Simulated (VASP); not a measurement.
# BaTiO3 (R3m) in VASP: further runs

BaTiO3 is run at these levels: PBE+U; tasks: single point.

Everything below comes from runs of VASP 6.6.1. Logs are shortened: lines on timing, memory, paths and dates and some standing lists are left out, and cuts for length are marked.

### Step 1. The cell of the first run

The typed cell holds 5 atoms: a = 3.930 Å, b = 3.930 Å, c = 3.930 Å, α = 89.83°, β = 89.83°, γ = 89.83°.

### Step 2. Single point, PBE+U

Input file INCAR:

```
SYSTEM = BaTiO3
PREC = Accurate ; ENCUT = 1340
EDIFF = 1E-6 ; ISMEAR = 0
SIGMA = 0.02 ; LREAL = .False.
LASPH = .True. ; NELM = 200
ALGO = Normal ; ISIF = 2
LWAVE = .False. ; LCHARG = .True.
LMAXMIX = 4 ; LDAU = .True.
LDAUTYPE = 2 ; LDAUL = -1 2 -1
LDAUU = 0 4 0 ; LDAUJ = 0 0 0
LDAUPRINT = 1 ; GGA = PE
LELF = .True. ; LVHAR = .True.
NBANDS = 28 ; GGA_COMPAT = .False.
```

Input file KPOINTS:

```
regular mesh
0
Gamma
  6 6 6
  0 0 0
```

Input file POSCAR:

```
BaTiO3
1.0
    2.7747091690      1.6019790856      2.2758245485
   -2.7747091690      1.6019790856      2.2758245485
    0.0000000000     -3.2039581713      2.2758245484
Ba Ti O
1 1 3
Direct
   -0.0056757983     -0.0056757983     -0.0056757983
    0.4943990438      0.4943990438      0.4943990438
    0.4941225835      0.9941325876      0.4941225835
    0.4941225835      0.4941225835      0.9941325876
    0.9941325876      0.4941225835      0.4941225835
```

Potentials or basis: VASP PAW PBE potentials, release 64 (Ba_sv, Ti_sv, O_h).

Run with:

```
cat potpaw_PBE.64/Ba_sv/POTCAR potpaw_PBE.64/Ti_sv/POTCAR potpaw_PBE.64/O_h/POTCAR > POTCAR
mpirun -np 1 vasp_std > vasp.out
```

OUTCAR:

```text
SYSTEM = BaTiO3
   PREC = Accurate
   ENCUT = 1340
   EDIFF = 1E-6
   ISMEAR = 0
   LREAL = .False.
   LASPH = .True.
   NELM = 200
   ISIF = 2
   GGA = PE

 ion  position               nearest neighbor table
   1  0.994  0.994  0.994-   3 2.77   5 2.77   5 2.77   3 2.77   4 2.77   4 2.77   3 2.78   5 2.78
                             4 2.78   5 2.78   3 2.78   4 2.78   2 3.40   2 3.40   2 3.40   2 3.40
   2  0.494  0.494  0.494-   4 1.96   3 1.96   5 1.96   4 1.97   3 1.97   5 1.97   1 3.40   1 3.40
                             1 3.40   1 3.40   1 3.40   1 3.40   1 3.41   1 3.41
   3  0.494  0.994  0.494-   2 1.96   2 1.97   1 2.77   1 2.77   1 2.78   1 2.78
   4  0.494  0.494  0.994-   2 1.96   2 1.97   1 2.77   1 2.77   1 2.78   1 2.78
   5  0.994  0.494  0.494-   2 1.96   2 1.97   1 2.77   1 2.77   1 2.78   1 2.78

  LATTYP: Found a trigonal (rhomboedric) cell.
 ALAT       =     3.9299777784
 COS(alpha) =     0.0030239057

  Lattice vectors:

 A1 = (   2.7747091690,   1.6019790856,   2.2758245485)
 A2 = (  -2.7747091690,   1.6019790856,   2.2758245485)
 A3 = (   0.0000000000,  -3.2039581713,   2.2758245484)

Analysis of symmetry for initial positions (statically):
=====================================================================
 Subroutine PRICEL returns:
 Original cell was already a primitive cell.

 Routine SETGRP: Setting up the symmetry group for a
 trigonal (rhombohedral) supercell.

 Subroutine GETGRP returns: Found  6 space group operations
 (whereof  6 operations were pure point group operations)
 out of a pool of 12 trial point group operations.

The static configuration has the point symmetry C_3v.

Analysis of symmetry for dynamics (positions and initial velocities):
=====================================================================
 Subroutine PRICEL returns:
 Original cell was already a primitive cell.

 Routine SETGRP: Setting up the symmetry group for a
 trigonal (rhombohedral) supercell.

 Subroutine GETGRP returns: Found  6 space group operations
[... 161 lines left out ...]
  0.0000  0.0673  0.0000 -0.0000  0.1539

spin component  2

  0.1539 -0.0000  0.0000  0.0673  0.0000
 -0.0000  0.2021  0.0000 -0.0000  0.0673
  0.0000  0.0000  0.1064  0.0000  0.0000
  0.0673 -0.0000  0.0000  0.2021 -0.0000
  0.0000  0.0673  0.0000 -0.0000  0.1539

 occupancies and eigenvectors

  o =  0.1064  v =  0.0000  0.0000 -1.0000  0.0000 -0.0000  0.0000  0.0000  0.0000  0.0000  0.0000      0.0000  0.0000  0.0000  0.0000  0.0000  0.0000  0.0000  0.0000  0.0000  0.0000
  o =  0.1064  v =  0.0000  0.0000  0.0000  0.0000  0.0000  0.0000  0.0000 -1.0000  0.0000 -0.0000      0.0000  0.0000  0.0000  0.0000  0.0000  0.0000  0.0000  0.0000  0.0000  0.0000
  o =  0.1065  v =  0.0000  0.0000  0.0000  0.0000  0.0000 -0.8177  0.0000  0.0000  0.5757  0.0000      0.0000  0.0000  0.0000  0.0000  0.0000  0.0000  0.0000  0.0000  0.0000  0.0000
  o =  0.1065  v = -0.8177  0.0000  0.0000  0.5757  0.0000  0.0000  0.0000  0.0000  0.0000  0.0000      0.0000  0.0000  0.0000  0.0000  0.0000  0.0000  0.0000  0.0000  0.0000  0.0000
  o =  0.1065  v =  0.0000 -0.5757 -0.0000  0.0000  0.8177  0.0000  0.0000  0.0000  0.0000  0.0000      0.0000  0.0000  0.0000  0.0000  0.0000  0.0000  0.0000  0.0000  0.0000  0.0000
  o =  0.1065  v =  0.0000  0.0000  0.0000  0.0000  0.0000  0.0000 -0.5757 -0.0000  0.0000  0.8177      0.0000  0.0000  0.0000  0.0000  0.0000  0.0000  0.0000  0.0000  0.0000  0.0000
  o =  0.2495  v =  0.0000  0.8177  0.0000  0.0000  0.5757  0.0000  0.0000  0.0000  0.0000  0.0000      0.0000  0.0000  0.0000  0.0000  0.0000  0.0000  0.0000  0.0000  0.0000  0.0000
  o =  0.2495  v =  0.0000  0.0000  0.0000  0.0000  0.0000  0.0000  0.8177  0.0000  0.0000  0.5757      0.0000  0.0000  0.0000  0.0000  0.0000  0.0000  0.0000  0.0000  0.0000  0.0000
  o =  0.2495  v =  0.5757  0.0000  0.0000  0.8177  0.0000  0.0000  0.0000  0.0000  0.0000  0.0000      0.0000  0.0000  0.0000  0.0000  0.0000  0.0000  0.0000  0.0000  0.0000  0.0000
  o =  0.2495  v =  0.0000  0.0000  0.0000  0.0000  0.0000  0.5757  0.0000  0.0000  0.8177  0.0000      0.0000  0.0000  0.0000  0.0000  0.0000  0.0000  0.0000  0.0000  0.0000  0.0000

 number of electron      39.9999995 magnetization

 Free energy of the ion-electron system (eV)
  ---------------------------------------------------
  ext. energy  EPLUGINS =         0.00000000
  ---------------------------------------------------
  free energy    TOTEN  =       -37.04729332 eV

  energy without entropy =      -37.04729332  energy(sigma->0) =      -37.04729332

 E-fermi :   4.8746     XC(G=0): -11.5619

 val. band max:        4.7850543177   @ k =   0.5000   0.5000   0.5000
 cond. band min:       7.1229250764   @ k =   0.0000   0.0000   0.0000
 fundamental gap:      2.3378707587
 Fermi energy:         4.8745867013

 k-point     1 :       0.0000    0.0000    0.0000
  band No.  band energies     occupation
      1     -52.6742      2.00000
      2     -28.8687      2.00000
      3     -28.8687      2.00000
      4     -28.8644      2.00000
      5     -19.9174      2.00000
      6     -12.2880      2.00000
[... 733 lines left out ...]
     27      13.2541      0.00000
     28      13.7185      0.00000

 [... further k-points ...]

------------------------ aborting loop because EDIFF is reached ----------------------------------------

  FORCE on cell =-STRESS in cart. coord.  units (eV):
  Direction    XX          YY          ZZ          XY          YZ          ZX
  --------------------------------------------------------------------------------------
  -------------------------------------------------------------------------------------
  Total        7.1986868      7.1986868      6.7169989     -0.0000000      0.0000000      0.0000000
  in kB      190.0200919    190.0200919    177.3052196     -0.0000000      0.0000000      0.0000000
  external PRESSURE =     185.7818011 kB  Pullay stress =       0.0000000 kB

 VOLUME and BASIS-vectors are now :
 -----------------------------------------------------------------------------
  energy-cutoff  :     1340.00
  volume of cell :       60.70
      direct lattice vectors                 reciprocal lattice vectors
     2.774709169  1.601979086  2.275824549     0.180199066  0.104037979  0.146467061
    -2.774709169  1.601979086  2.275824549    -0.180199066  0.104037979  0.146467061
     0.000000000 -3.203958171  2.275824548     0.000000000 -0.208075958  0.146467061

 POSITION                                       TOTAL-FORCE (eV/Angst)
 -----------------------------------------------------------------------------------
      0.00000     -0.00000      6.78872        -0.000000      0.000000     -0.003476
      0.00000     -0.00000      3.37550        -0.000000      0.000000     -0.008804
     -1.38738      0.80101      4.51154        -0.001681      0.000970      0.004093
      0.00000     -1.60201      4.51154        -0.000000     -0.001941      0.004093
      1.38738      0.80101      4.51154         0.001681      0.000970      0.004093
 -----------------------------------------------------------------------------------
    total drift:                                0.000000      0.000000     -0.001563

  FREE ENERGIE OF THE ION-ELECTRON SYSTEM (eV)
  ---------------------------------------------------
  free  energy   TOTEN  =       -37.0472933240 eV

  energy  without entropy=      -37.0472933240  energy(sigma->0) =      -37.04729332
```

OSZICAR:

```text
N       E                     dE             d eps       ncg     rms          rms(c)
DAV:   1     0.693612234551E+03    0.69361E+03   -0.36221E+04  1792   0.316E+03
DAV:   2     0.822078162619E+02   -0.61140E+03   -0.58482E+03  1840   0.662E+02
DAV:   3    -0.402325470375E+02   -0.12244E+03   -0.11517E+03  2600   0.220E+02
DAV:   4    -0.484574907431E+02   -0.82249E+01   -0.81916E+01  2448   0.559E+01
DAV:   5    -0.487646030602E+02   -0.30711E+00   -0.30681E+00  2772   0.102E+01    0.248E+01
DAV:   6    -0.367628778491E+02    0.12002E+02   -0.53874E+01  2672   0.695E+01    0.931E+00
DAV:   7    -0.370630703729E+02   -0.30019E+00   -0.66462E+00  2412   0.153E+01    0.610E+00
DAV:   8    -0.370857498980E+02   -0.22680E-01   -0.14415E+00  2284   0.104E+01    0.204E+00
DAV:   9    -0.370529936754E+02    0.32756E-01   -0.17531E-01  2236   0.407E+00    0.102E+00
DAV:  10    -0.370572993868E+02   -0.43057E-02   -0.15354E-01  2312   0.252E+00    0.856E-01
DAV:  11    -0.370473750223E+02    0.99244E-02   -0.49046E-02  2804   0.180E+00    0.203E-01
DAV:  12    -0.370472691877E+02    0.10583E-03   -0.42411E-03  2160   0.652E-01    0.837E-02
DAV:  13    -0.370472943822E+02   -0.25194E-04   -0.49670E-04  2200   0.198E-01    0.319E-02
DAV:  14    -0.370472919585E+02    0.24238E-05   -0.83122E-05  2444   0.824E-02    0.105E-02
DAV:  15    -0.370472942037E+02   -0.22452E-05   -0.24854E-05  2520   0.371E-02    0.807E-03
DAV:  16    -0.370472933240E+02    0.87975E-06   -0.54171E-06  1976   0.142E-02
   1 F= -.37047293E+02 E0= -.37047293E+02  d E =-.210037E-12
```

Wall time 4.6 min (1 thread of AMD EPYC 7R13 (Zen 3), shared host); peak memory 0.44 GiB.

Results:

* Free energy: -37.0473 eV
* Pressure: 18.6 GPa
* Largest force: 0.009 eV/Å
* Band gap on the k mesh: 2.34 eV (least direct gap 2.46 eV)

Forces on the atoms (eV/Å):
```
Ba   0.000  0.000 -0.003
Ti   0.000  0.000 -0.009
O   -0.002  0.001  0.004
O    0.000 -0.002  0.004
O    0.002  0.001  0.004
```

Levels at points of the mesh, in eV from the valence-band top:
| k point | band 16 | band 17 | band 18 | band 19 | band 20 | band 21 | band 22 | band 23 | band 24 | band 25 |
| --- | --- | --- | --- | --- | --- | --- | --- | --- | --- | --- |
| (0.00, 0.00, 0.00) | -1.20 | -1.19 | -0.15 | -0.12 | -0.12 | 2.34 | 2.34 | 2.36 | 4.31 | 4.31 |
| (0.50, 0.00, 0.00) | -2.05 | -1.81 | -1.79 | -0.80 | -0.77 | 2.56 | 4.22 | 4.23 | 4.32 | 6.41 |
| (0.50, 0.50, 0.00) | -2.81 | -1.85 | -0.86 | -0.85 | -0.10 | 4.24 | 4.25 | 4.69 | 5.20 | 8.11 |
| (0.50, 0.50, 0.50) | -2.26 | -2.26 | -0.01 | 0.00 | 0.00 | 4.97 | 4.97 | 4.98 | 6.90 | 6.90 |

Eigenvalues of the final occupation matrices:
```tsv
site	spin	trace	eigenvalues
site 2 d	1	0.82	0.11 0.11 0.11 0.25 0.25
site 2 d	2	0.82	0.11 0.11 0.11 0.25 0.25
```

Caveat: the cell stands under pressure; spin-orbit coupling is left out, which moves the levels of the heavy elements. A k mesh can miss the band edges.

### Step 3. Single point, PBE+U (equal strain along all axes, cell held: -3.0 %, then relaxed in part)

Input file INCAR:

```
ALGO = Normal
EDIFF = 1E-6
ENCUT = 1340
GGA = PE
GGA_COMPAT = False
ISIF = 2
ISMEAR = 0
LASPH = True
LCHARG = False
LDAU = True
LDAUJ = 0 0 0
LDAUL = -1 2 -1
LDAUPRINT = 1
LDAUTYPE = 2
LDAUU = 0 4 0
LMAXMIX = 4
LREAL = False
LWAVE = False
NBANDS = 28
NELM = 200
PREC = Accurate
SIGMA = 0.02
```

Input file KPOINTS:

```
k-points
0
Gamma
  6 6 6
```

POSCAR is that of step 2.

Potentials or basis: VASP PAW PBE potentials, release 64 (Ba_sv, Ti_sv, O_h).

Run with:

```
cat potpaw_PBE.64/Ba_sv/POTCAR potpaw_PBE.64/Ti_sv/POTCAR potpaw_PBE.64/O_h/POTCAR > POTCAR
mpirun -np 1 vasp_std > vasp.out
```

OUTCAR:

```text
EDIFF = 1E-6
   ENCUT = 1340
   GGA = PE
   ISIF = 2
   ISMEAR = 0
   LASPH = True
   LREAL = False
   NELM = 200
   PREC = Accurate

 ion  position               nearest neighbor table
   1  0.994  0.994  0.994-   3 2.77   5 2.77   5 2.77   3 2.77   4 2.77   4 2.77   3 2.78   5 2.78
                             4 2.78   5 2.78   3 2.78   4 2.78   2 3.40   2 3.40   2 3.40   2 3.40
   2  0.494  0.494  0.494-   4 1.96   3 1.96   5 1.96   4 1.97   3 1.97   5 1.97   1 3.40   1 3.40
                             1 3.40   1 3.40   1 3.40   1 3.40   1 3.41   1 3.41
   3  0.494  0.994  0.494-   2 1.96   2 1.97   1 2.77   1 2.77   1 2.78   1 2.78
   4  0.494  0.494  0.994-   2 1.96   2 1.97   1 2.77   1 2.77   1 2.78   1 2.78
   5  0.994  0.494  0.494-   2 1.96   2 1.97   1 2.77   1 2.77   1 2.78   1 2.78

  LATTYP: Found a trigonal (rhomboedric) cell.
 ALAT       =     3.9299777784
 COS(alpha) =     0.0030239057

  Lattice vectors:

 A1 = (   2.7747091690,   1.6019790856,   2.2758245485)
 A2 = (  -2.7747091690,   1.6019790856,   2.2758245485)
 A3 = (   0.0000000000,  -3.2039581713,   2.2758245484)

Analysis of symmetry for initial positions (statically):
=====================================================================
 Subroutine PRICEL returns:
 Original cell was already a primitive cell.

 Routine SETGRP: Setting up the symmetry group for a
 trigonal (rhombohedral) supercell.

 Subroutine GETGRP returns: Found  6 space group operations
 (whereof  6 operations were pure point group operations)
 out of a pool of 12 trial point group operations.

The static configuration has the point symmetry C_3v.

Analysis of symmetry for dynamics (positions and initial velocities):
[... 186 lines left out ...]
  o =  0.1065  v =  0.0000  0.0000  0.0000  0.0000  0.0000  0.0000 -0.5757 -0.0000  0.0000  0.8177      0.0000  0.0000  0.0000  0.0000  0.0000  0.0000  0.0000  0.0000  0.0000  0.0000
  o =  0.2495  v =  0.0000  0.8177  0.0000  0.0000  0.5757  0.0000  0.0000  0.0000  0.0000  0.0000      0.0000  0.0000  0.0000  0.0000  0.0000  0.0000  0.0000  0.0000  0.0000  0.0000
  o =  0.2495  v =  0.0000  0.0000  0.0000  0.0000  0.0000  0.0000  0.8177  0.0000  0.0000  0.5757      0.0000  0.0000  0.0000  0.0000  0.0000  0.0000  0.0000  0.0000  0.0000  0.0000
  o =  0.2495  v =  0.5757  0.0000  0.0000  0.8177  0.0000  0.0000  0.0000  0.0000  0.0000  0.0000      0.0000  0.0000  0.0000  0.0000  0.0000  0.0000  0.0000  0.0000  0.0000  0.0000
  o =  0.2495  v =  0.0000  0.0000  0.0000  0.0000  0.0000  0.5757  0.0000  0.0000  0.8177  0.0000      0.0000  0.0000  0.0000  0.0000  0.0000  0.0000  0.0000  0.0000  0.0000  0.0000

 number of electron      39.9999995 magnetization

 Free energy of the ion-electron system (eV)
  ---------------------------------------------------
  ext. energy  EPLUGINS =         0.00000000
  ---------------------------------------------------
  free energy    TOTEN  =       -37.04729332 eV

  energy without entropy =      -37.04729332  energy(sigma->0) =      -37.04729332

 E-fermi :   4.8746     XC(G=0): -11.5619

 val. band max:        4.7850543177   @ k =   0.5000   0.5000   0.5000
 cond. band min:       7.1229250764   @ k =   0.0000   0.0000   0.0000
 fundamental gap:      2.3378707587
 Fermi energy:         4.8745867013

 k-point     1 :       0.0000    0.0000    0.0000
  band No.  band energies     occupation
      1     -52.6742      2.00000
      2     -28.8687      2.00000
      3     -28.8687      2.00000
      4     -28.8644      2.00000
      5     -19.9174      2.00000
      6     -12.2880      2.00000
[... 733 lines left out ...]
     27      13.2541      0.00000
     28      13.7185      0.00000

 [... further k-points ...]

------------------------ aborting loop because EDIFF is reached ----------------------------------------

  FORCE on cell =-STRESS in cart. coord.  units (eV):
  Direction    XX          YY          ZZ          XY          YZ          ZX
  --------------------------------------------------------------------------------------
  -------------------------------------------------------------------------------------
  Total        7.1986868      7.1986868      6.7169989     -0.0000000      0.0000000      0.0000000
  in kB      190.0200919    190.0200919    177.3052196     -0.0000000      0.0000000      0.0000000
  external PRESSURE =     185.7818011 kB  Pullay stress =       0.0000000 kB

 VOLUME and BASIS-vectors are now :
 -----------------------------------------------------------------------------
  energy-cutoff  :     1340.00
  volume of cell :       60.70
      direct lattice vectors                 reciprocal lattice vectors
     2.774709169  1.601979086  2.275824549     0.180199066  0.104037979  0.146467061
    -2.774709169  1.601979086  2.275824549    -0.180199066  0.104037979  0.146467061
     0.000000000 -3.203958171  2.275824548     0.000000000 -0.208075958  0.146467061

 POSITION                                       TOTAL-FORCE (eV/Angst)
 -----------------------------------------------------------------------------------
      0.00000     -0.00000      6.78872        -0.000000      0.000000     -0.003476
      0.00000     -0.00000      3.37550        -0.000000      0.000000     -0.008804
     -1.38738      0.80101      4.51154        -0.001681      0.000970      0.004093
      0.00000     -1.60201      4.51154        -0.000000     -0.001941      0.004093
      1.38738      0.80101      4.51154         0.001681      0.000970      0.004093
 -----------------------------------------------------------------------------------
    total drift:                                0.000000      0.000000     -0.001563

  FREE ENERGIE OF THE ION-ELECTRON SYSTEM (eV)
  ---------------------------------------------------
  free  energy   TOTEN  =       -37.0472933240 eV

  energy  without entropy=      -37.0472933240  energy(sigma->0) =      -37.04729332
```

stdout:

```text
POSCAR found type information on POSCAR BaTiO
 POSCAR found :  3 types and       5 ions
 scaLAPACK will be used
 LDA part: xc-table for (Slater+PW92), standard interpolation
 POSCAR, INCAR and KPOINTS ok, starting setup
 FFT: planning ... GRIDC
 FFT: planning ... GRID_SOFT
 FFT: planning ... GRID
 WAVECAR not read
 entering main loop
```

It took 4.7 min on 1 thread of AMD EPYC 7R43 (Zen 3), shared host; peak memory 0.43 GiB.

What came out:

```yaml
Free_energy: -37.0473 eV
Pressure: 18.6 GPa
Largest_force: 0.009 eV/Å
Band_gap_on_the_k_mesh: 2.34 eV (least direct gap 2.46 eV)
```

Forces on the atoms (eV/Å):
```
Ba   0.000  0.000 -0.003
Ti   0.000  0.000 -0.009
O   -0.002  0.001  0.004
O    0.000 -0.002  0.004
O    0.002  0.001  0.004
```

Levels at points of the mesh, in eV from the valence-band top:
```
           k point  band 16  band 17  band 18  band 19  band 20  band 21  band 22  band 23  band 24  band 25
(0.00, 0.00, 0.00)    -1.20    -1.19    -0.15    -0.12    -0.12     2.34     2.34     2.36     4.31     4.31
(0.50, 0.00, 0.00)    -2.05    -1.81    -1.79    -0.80    -0.77     2.56     4.22     4.23     4.32     6.41
(0.50, 0.50, 0.00)    -2.81    -1.85    -0.86    -0.85    -0.10     4.24     4.25     4.69     5.20     8.11
(0.50, 0.50, 0.50)    -2.26    -2.26    -0.01     0.00     0.00     4.97     4.97     4.98     6.90     6.90
```

Eigenvalues of the final occupation matrices:
| site | spin | trace | eigenvalues |
| --- | --- | --- | --- |
| site 2 d | 1 | 0.82 | 0.11 0.11 0.11 0.25 0.25 |
| site 2 d | 2 | 0.82 | 0.11 0.11 0.11 0.25 0.25 |

Caveat: the cell differs from its parent crystal (equal strain along all axes, cell held: -3.0 %, then relaxed in part); the cell stands under pressure; spin-orbit coupling is left out, which moves the levels of the heavy elements. A k mesh can miss the band edges.
